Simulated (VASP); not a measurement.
The system is TiO2.

```
Ti O
1.0
     0.00000    2.39683    2.39683
     2.39683    0.00000    2.39683
     2.39683    2.39683    0.00000
Ti O
1 2
Direct
  0.00000 0.00000 0.00000
  0.75000 0.75000 0.75000
  0.25000 0.25000 0.25000
```

Program: VASP 6.6.1. Alike in all runs: task single point; potentials or basis VASP PAW PBE potentials, release 64 (Ti_sv, O); no spin polarisation; cell as given; cutoff (eV) 520.

**Question.** Order these runs on this cell by their pressure, lowest first.
A. level PBE0; k mesh 6 × 6 × 6; smearing gaussian 0.01 eV; grid for exact exchange (PRECFOCK) Normal; share of exact exchange 0.25
B. level r2SCAN; k mesh 10 × 10 × 10; smearing gaussian 0.01 eV
C. level PBE; k mesh 10 × 10 × 10; smearing fermi-dirac 0.02 eV

**Answer.** A (-3.1 GPa), B (1.6 GPa), C (6.8 GPa).

Caveats: the PAW data sets were made with another functional, which shifts forces and pressure a little (at least some runs); the cell stands under pressure (at least some runs); the cell stands under tension (at least some runs).
